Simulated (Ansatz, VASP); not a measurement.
This is a calculation of TiC for Ansatz 0.2.0.

File input.yaml:

```yaml
crystal:
  lattice:
    - [0.0, 2.1657188437, 2.1657188437]
    - [2.1657188437, 0.0, 2.1657188437]
    - [2.1657188437, 2.1657188437, 0.0]
  atoms:
    - { symbol: Ti, position: [0.0, 0.0, 0.0] }
    - { symbol: C, position: [0.5, 0.5, 0.5] }
hamiltonian:
  xc: pbe
  pseudopotentials: { kind: paw }
kpoints:
  mp_grid: { grid: [11, 11, 11] }
scf:
  occupations: { method: gaussian, width: 0.019 }
output:
  forces: true
  stress: true
  eigenvalues: true
```

Potentials or basis: Ansatz PAW.

Run with:

```bash
$ ansatz run input.yaml --threads 2 --pin off --max-ram 5632MiB --backend cpu --events-out ev --progress --plain --runs-dir out
```

Q: Set up the same calculation for VASP 6.6.1. Potentials there: VASP PAW PBE potentials, release 64 (Ti_sv, C).

A: As run (the cutoff follows the program's own potentials):

File INCAR:

```
PREC     = Accurate       # precision mode
ENCUT    = 520            # plane-wave cutoff, eV
EDIFF    = 1E-6           # SCF threshold, eV
ISMEAR   = 0              # smearing method
SIGMA    = 0.019000000000000003 # smearing width, eV
LREAL    = F              # projectors in reciprocal space
LASPH    = T              # aspherical terms in the spheres
NELM     = 60             # most SCF steps
ALGO     = Normal         # electronic algorithm
ISIF     = 2              # what is computed and relaxed
LWAVE    = F              # write WAVECAR
LCHARG   = T              # write CHGCAR
GGA      = PE             # functional
LELF     = T              # ELF
LVHAR    = T            
NBANDS   = 15             # bands
```

File KPOINTS:

```
Automatic mesh
0
Gamma
  11 11 11
```

POSCAR

```
TiC
1.0
    0.0000000000      2.1657188437      2.1657188437
    2.1657188437      0.0000000000      2.1657188437
    2.1657188437      2.1657188437      0.0000000000
Ti C
1 1
Direct
    0.0000000000      0.0000000000      0.0000000000
    0.5000000000      0.5000000000      0.5000000000
```

Potentials or basis: VASP PAW PBE potentials, release 64 (Ti_sv, C).

The run is started by

```sh
$ cat potpaw_PBE.64/Ti_sv/POTCAR potpaw_PBE.64/C/POTCAR > POTCAR
$ mpirun -np 1 vasp_std > vasp.out
```

Both were run:

|  | VASP | Ansatz | Ansatz less VASP |
| --- | --- | --- | --- |
| gap on the k mesh at the Fermi level (eV) | none | none | - |
| pressure (GPa) | 0.5 | 0.3 | -0.22 |

A gap of «none» marks a metal or a gap that the smearing closes. With one functional, cell and mesh, what is left measures potentials, basis and numerics.
